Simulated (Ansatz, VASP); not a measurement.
# Li: VASP beside Ansatz

```
Li
1.0
     3.98810    0.00000    0.00000
    -1.99405    3.45379    0.00000
     0.00000    0.00000    4.52463
Li
3
Direct
  0.22540 0.00000 0.33333
  0.00000 0.22540 0.66667
  0.77460 0.77460 0.00000
```

Alike in both runs: task single point; functional PBEsol; k mesh 6 × 6 × 4; occupations gaussian, width 0.1 eV; no spin polarisation.

|  | VASP | Ansatz |
| --- | --- | --- |
| version | VASP 6.6.1 | Ansatz 0.2.0 |
| potentials or method | VASP PAW PBE potentials, release 64 (Li_sv), cutoff 520 eV | scalar-relativistic, plane waves, PAW |
| valence electrons in the cell | 9 | 9 |

Ansatz gave:

* gap on the k mesh at the Fermi level (eV): none
* rms of the force components (eV/Å): 0.943

Estimate VASP's values.

gap on the k mesh at the Fermi level (eV): none; rms of the force components (eV/Å): 0.942.

VASP's potentials were made for PBE, not for PBEsol. Atom by atom the forces differ by 0.001 eV/Å (rms over components). A gap of «none» marks a metal or a gap that the smearing closes. With one functional, cell and mesh, what is left measures potentials, basis and numerics.

Noted on VASP's run: the cutoff is short for stress, so the pressure is rough.
